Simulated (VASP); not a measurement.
# PtSe2 (Sudovikovite) (P-3m1) in VASP: notebook

Runs on PtSe2 (Sudovikovite). Level: r2SCAN. Tasks: single point, relaxation of shape and atoms at fixed volume.

Everything below comes from runs of VASP 6.6.1. Logs are shortened: lines on timing, memory, paths and dates and some standing lists are left out, and cuts for length are marked.

## 1. The cell of the first run

Symmetry: P-3m1, No. 164, trigonal system. Conventional cell: a = 3.718 Å, b = 3.718 Å, c = 5.816 Å, α = 90.00°, β = 90.00°, γ = 120.00°. Pt (site symmetry -3m) has 6 Se at 2.52 Å within 3.3 Å. Within 3.3 Å of Se (site symmetry 3m) lie 3 Pt at 2.52 Å.

## 2. Single point, r2SCAN

POSCAR reads:

```
PtSe2
1.0
    3.7177548361      0.0000000000      0.0000000000
   -1.8588774181      3.2196701331      0.0000000000
    0.0000000000      0.0000000000      5.8155467718
Pt Se
1 2
Direct
    0.0000000000      0.0000000000      0.0000000000
    0.3333333333      0.6666666667      0.2254163897
    0.6666666667      0.3333333333      0.7745836103
```

INCAR.step1 reads:

```
PREC = Accurate
ENCUT = 520
ISMEAR = 0
SIGMA = 0.02
LREAL = F
LASPH = T
NELM = 100
NBANDS = 18
GGA = PE
ALGO = Normal
EDIFF = 1E-4
LWAVE = T
LCHARG = F
```

INCAR.step2 reads:

```
PREC = Accurate
ENCUT = 520
EDIFF = 1E-7
ISMEAR = 0
SIGMA = 0.02
LREAL = F
LASPH = T
NELM = 100
ALGO = Normal
ISIF = 2
LWAVE = F
LCHARG = F
METAGGA = R2SCAN
LMIXTAU = T
NBANDS = 18
ISTART = 1
```

KPOINTS reads:

```
regular mesh
0
Gamma
  12 12 6
```

Potentials or basis: VASP PAW PBE potentials, release 64 (Pt, Se).

On the command line:

```console
cat potpaw_PBE.64/Pt/POTCAR potpaw_PBE.64/Se/POTCAR > POTCAR
cp INCAR.step1 INCAR
mpirun -np 1 vasp_std > vasp.out
cp INCAR.step2 INCAR
mpirun -np 1 vasp_std > vasp.out
```

OUTCAR:

```text
PREC = Accurate
   ENCUT = 520
   EDIFF = 1E-7
   ISMEAR = 0
   LREAL = F
   LASPH = T
   NELM = 100
   ISIF = 2
   METAGGA = R2SCAN
   ISTART = 1

 ion  position               nearest neighbor table
   1  0.000  0.000  0.000-   2 2.52   3 2.52   3 2.52   2 2.52   3 2.52   2 2.52
   2  0.333  0.667  0.225-   1 2.52   1 2.52   1 2.52
   3  0.667  0.333  0.775-   1 2.52   1 2.52   1 2.52

  LATTYP: Found a hexagonal cell.
 ALAT       =     3.7177548361
 C/A-ratio  =     1.5642631180

  Lattice vectors:

 A1 = (   3.7177548361,   0.0000000000,   0.0000000000)
 A2 = (  -1.8588774181,   3.2196701331,   0.0000000000)
 A3 = (   0.0000000000,   0.0000000000,   5.8155467718)

Analysis of symmetry for initial positions (statically):
=====================================================================
 Subroutine PRICEL returns:
 Original cell was already a primitive cell.

 Routine SETGRP: Setting up the symmetry group for a
 hexagonal supercell.

 Subroutine GETGRP returns: Found 12 space group operations
 (whereof 12 operations were pure point group operations)
 out of a pool of 24 trial point group operations.

The static configuration has the point symmetry D_3d.

Analysis of symmetry for dynamics (positions and initial velocities):
=====================================================================
 Subroutine PRICEL returns:
 Original cell was already a primitive cell.

 Routine SETGRP: Setting up the symmetry group for a
 hexagonal supercell.

 Subroutine GETGRP returns: Found 12 space group operations
 (whereof 12 operations were pure point group operations)
 out of a pool of 24 trial point group operations.

The dynamic configuration has the point symmetry D_3d.

 Subroutine INISYM returns: Found 12 space group operations
 (whereof 12 operations are pure point group operations),
 and found     1 'primitive' translations

----------------------------------------------------------------------------------------

                                     Primitive cell

  volume of cell :      69.6118

  direct lattice vectors                    reciprocal lattice vectors
     3.717754836  0.000000000  0.000000000     0.268979544  0.155295412  0.000000000
    -1.858877418  3.219670133  0.000000000     0.000000000  0.310590824  0.000000000
     0.000000000  0.000000000  5.815546772     0.000000000  0.000000000  0.171952877

  length of vectors
     3.717754836  3.717754836  5.815546772     0.310590824  0.310590824  0.171952877

  position of ions in fractional coordinates (direct lattice)
     0.000000000  0.000000000  0.000000000
     0.333333333  0.666666667  0.225416390
     0.666666667  0.333333333  0.774583610

  ion indices of the primitive-cell ions
   primitive index   ion index
                 1           1
                 2           2
                 3           3

----------------------------------------------------------------------------------------

 KPOINTS: regular mesh

Automatic generation of k-mesh.
 Grid dimensions read from file:
 generate k-points for:   12   12    6

 Generating k-lattice:

  Cartesian coordinates                     Fractional coordinates (reciprocal lattice)
     0.022414962  0.012941284  0.000000000     0.083333333  0.000000000  0.000000000
     0.000000000  0.025882569  0.000000000     0.000000000  0.083333333  0.000000000
     0.000000000  0.000000000  0.028658813     0.000000000  0.000000000  0.166666667

  Length of vectors
     0.025882569  0.025882569  0.028658813

  Shift w.r.t. Gamma in fractional coordinates (k-lattice)
     0.000000000  0.000000000  0.000000000

 Subroutine IBZKPT returns following result:
 ===========================================

 Found    100 irreducible k-points:

 Following reciprocal coordinates:
            Coordinates               Weight
  0.000000  0.000000  0.000000      1.000000
  0.083333  0.000000  0.000000      6.000000
  0.166667  0.000000  0.000000      6.000000
  0.250000  0.000000  0.000000      6.000000
  0.333333  0.000000  0.000000      6.000000
  0.416667  0.000000  0.000000      6.000000
[... 16 lines left out ...]
  0.166667  0.000000  0.166667      6.000000
  0.000000  0.166667  0.166667      6.000000
 [... further k-points ...]
   k-points           NKPTS =    100   k-points in BZ     NKDIM =    100   number of bands    NBANDS=     18
   number of dos      NEDOS =    301   number of ions     NIONS =      3
   total plane-waves  NPLWV =  37632
   dimension x,y,z NGX =    28 NGY =   28 NGZ =   48
   dimension x,y,z NGXF=    56 NGYF=   56 NGZF=   96
   ions per type =               1   2
   NGX,Y,Z   is equivalent  to a cutoff of  12.52, 12.52, 13.72 a.u.
   NGXF,Y,Z  is equivalent  to a cutoff of  25.04, 25.04, 27.44 a.u.
 SYSTEM =  unknown system
   PREC   = accura    normal or accurate (medium, high low for compatibility)
   ISTART =      1    job   : 0-new  1-cont  2-samecut
   ICHARG =      0    charge: 1-file 2-atom 10-const
   ISPIN  =      1    spin polarized calculation?
   LNONCOLLINEAR =      F non collinear calculations
   LSORBIT =      F    spin-orbit coupling
   LASPH  =      T    aspherical Exc in radial PAW
   ENCUT  =  520.0 eV  38.22 Ry    6.18 a.u.   6.91  6.91 10.81*2*pi/ulx,y,z
   NELM   =    100;   NELMIN=  2; NELMDL=  0     # of ELM steps
   EDIFF  = 0.1E-06   stopping-criterion for ELM
   LREAL  =      F    real-space projection
   EDIFFG = 0.1E-05   stopping-criterion for IOM
   NSW    =      0    number of steps for IOM
   IBRION =     -1    ionic relax: 0-MD 1-quasi-New 2-CG
   NFREE  =      0    steps in history (QN), initial steepest desc. (CG)
   ISIF   =      2    stress and relaxation
   ISYM   =      2    0-nonsym 1-usesym 2-fastsym
   POTIM  = 0.5000    time-step for ionic-motion
   TEBEG  =    0.0;   TEEND  =   0.0 temperature during run
   PSTRESS=    0.0 pullay stress
   NELECT =      22.0000    total number of electrons
   NUPDOWN=      -1.0000    fix difference up-down
   EMIN   =  10.00;   EMAX   =-10.00  energy-range for DOS
   EFERMI =   0.00;   METHOD = LEGACY
   ISMEAR =     0;   SIGMA  =   0.02  broadening in eV -4-tet -1-fermi 0-gaus
   EFERMI_NEDOS =   21; number of points for ismear=-14 and -15
   IALGO  =     38    algorithm
   IMIX   =      4    mixing-type and parameters
     AMIX     =   0.40;   BMIX     =  1.00
     AMIX_MAG =   1.60;   BMIX_MAG =  1.00
  volume/ion in A,a.u.               =      23.20       156.59
  Fermi-wavevector in a.u.,A,eV,Ry     =   1.115120  2.107271 16.918736  1.243492
  Thomas-Fermi vector in A             =   2.251721
   LORBIT       =      0    0 simple, 1 ext, 2 COOP (PROOUT), +10 PAW based schemes
   METAGGA = R2SCAN    functional components
   LHFCALC =     F    Hartree Fock is set to
   AEXX    =    0.0000 exact exchange contribution
   IVDW    =     0    specifies the selected vdW correction
   LEPSILON=     F    determine dielectric tensor
   LRPA    =     F    only Hartree local field effects (RPA)
 non-spin polarized calculation
 Gauss-broadening in eV      SIGMA  =   0.02
  energy-cutoff  :      520.00
  volume of cell :       69.61
 maximum number of plane-waves:      1891
   NGX = 13   NGY = 13   NGZ = 21

 number of electron      21.9999998 magnetization

 Free energy of the ion-electron system (eV)
  ---------------------------------------------------
  ext. energy  EPLUGINS =         0.00000000
  ---------------------------------------------------
  free energy    TOTEN  =       -81.49809663 eV

  energy without entropy =      -81.49809663  energy(sigma->0) =      -81.49809663

 E-fermi :   4.4480     XC(G=0): -10.3881

 val. band max:        4.3389472766   @ k =   0.0833   0.0000   0.0000
 cond. band min:       4.9045481192   @ k =   0.0000   0.2500   0.3333
 fundamental gap:      0.5656008426
 Fermi energy:         4.4479666942

 k-point     1 :       0.0000    0.0000    0.0000
  band No.  band energies     occupation
      1     -10.9723      2.00000
      2      -8.8187      2.00000
      3      -2.0424      2.00000
      4      -1.6090      2.00000
      5      -1.6090      2.00000
      6       0.6960      2.00000
[... 10 lines left out ...]
     17      12.6764      0.00000
     18      15.5629      0.00000

 k-point     2 :       0.0833    0.0000    0.0000
  band No.  band energies     occupation
      1     -10.8936      2.00000
      2      -8.8328      2.00000
      3      -1.9553      2.00000
      4      -1.5933      2.00000
      5      -1.5600      2.00000
      6       0.5957      2.00000
[... 10 lines left out ...]
     17      12.9636      0.00000
     18      15.3448      0.00000

 k-point     3 :       0.1667    0.0000    0.0000
  band No.  band energies     occupation
      1     -10.6666      2.00000
      2      -8.8726      2.00000
      3      -1.7266      2.00000
      4      -1.5120      2.00000
      5      -1.4286      2.00000
      6       0.2203      2.00000
[... 10 lines left out ...]
     17      13.6408      0.00000
     18      14.3384      0.00000

 k-point     4 :       0.2500    0.0000    0.0000
  band No.  band energies     occupation
      1     -10.3221      2.00000
      2      -8.9325      2.00000
      3      -1.5797      2.00000
      4      -1.2660      2.00000
      5      -1.1896      2.00000
      6      -0.4408      2.00000
[... 375 lines left out ...]
      4      -1.5616      2.00000
      5      -1.5486      2.00000
      6       0.5886      2.00000
[... 10 lines left out ...]
     17      13.0430      0.00000
     18      14.6576      0.00000

 k-point    23 :       0.1667    0.0000    0.1667
  band No.  band energies     occupation
      1     -10.6264      2.00000
      2      -8.9484      2.00000
      3      -1.6622      2.00000
      4      -1.4454      2.00000
      5      -1.4182      2.00000
      6       0.2379      2.00000
[... 10 lines left out ...]
     17      13.3988      0.00000
     18      14.1747      0.00000

 k-point    24 :       0.0000    0.1667    0.1667
  band No.  band energies     occupation
      1     -10.6304      2.00000
      2      -8.9387      2.00000
      3      -1.7873      2.00000
      4      -1.4362      2.00000
      5      -1.3266      2.00000
      6       0.1895      2.00000
[... 10 lines left out ...]
     17      13.7241      0.00000
     18      13.8704      0.00000

 [... further k-points ...]
[... 5 lines left out ...]
  --------------------------------------------------------------------------------------
  -------------------------------------------------------------------------------------
  Total        0.0364499      0.0364499      0.0216580     -0.0000000      0.0000000      0.0000000
  in kB        0.8389266      0.8389266      0.4984778     -0.0000000      0.0000000      0.0000000
  external PRESSURE =       0.7254437 kB  Pullay stress =       0.0000000 kB

 VOLUME and BASIS-vectors are now :
 -----------------------------------------------------------------------------
  energy-cutoff  :      520.00
  volume of cell :       69.61
      direct lattice vectors                 reciprocal lattice vectors
     3.717754836  0.000000000  0.000000000     0.268979544  0.155295412  0.000000000
    -1.858877418  3.219670133  0.000000000     0.000000000  0.310590824  0.000000000
     0.000000000  0.000000000  5.815546772     0.000000000  0.000000000  0.171952877

 POSITION                                       TOTAL-FORCE (eV/Angst)
 -----------------------------------------------------------------------------------
      0.00000      0.00000      0.00000         0.000000      0.000000      0.000000
     -0.00000      2.14645      1.31092         0.000000     -0.000000      0.009943
      1.85888      1.07322      4.50463        -0.000000      0.000000     -0.009943
 -----------------------------------------------------------------------------------
    total drift:                               -0.000000     -0.000000     -0.000000

  FREE ENERGIE OF THE ION-ELECTRON SYSTEM (eV)
  ---------------------------------------------------
  free  energy   TOTEN  =       -81.4980966282 eV

  energy  without entropy=      -81.4980966282  energy(sigma->0) =      -81.49809663
```

Wall time 8 min (1 thread of Intel Xeon Platinum 8259CL at 2.50GHz (Skylake/Cascade Lake), shared host); peak memory 0.28 GiB.

What came out:

- Free energy: -81.4981 eV
- Pressure: 0.1 GPa
- Largest force: 0.010 eV/Å
- Band gap on the k mesh: 0.57 eV, indirect (least direct gap 0.94 eV)

Forces in eV/Å, atoms in the order of the input:
```
Pt   0.000  0.000  0.000
Se   0.000  0.000  0.010
Se   0.000  0.000 -0.010
```

Levels at points of the mesh, in eV from the valence-band top:
```tsv
k point	band 9	band 10	band 11	band 12	band 13	band 14
(0.00, 0.00, 0.00)	-0.62	-0.62	-0.03	2.37	2.37	4.81
(0.50, 0.00, 0.00)	-2.71	-2.65	-2.60	1.57	2.49	5.00
(0.00, 0.00, 0.50)	-1.56	-0.74	-0.74	2.63	2.63	5.58
(0.50, 0.00, 0.50)	-2.77	-2.44	-1.53	1.99	2.10	4.58
```

Caveat: the PAW data sets were made with another functional, which shifts forces and pressure a little; spin-orbit coupling is left out, which moves the levels of the heavy elements.

(Continued in part 2 of 2.)
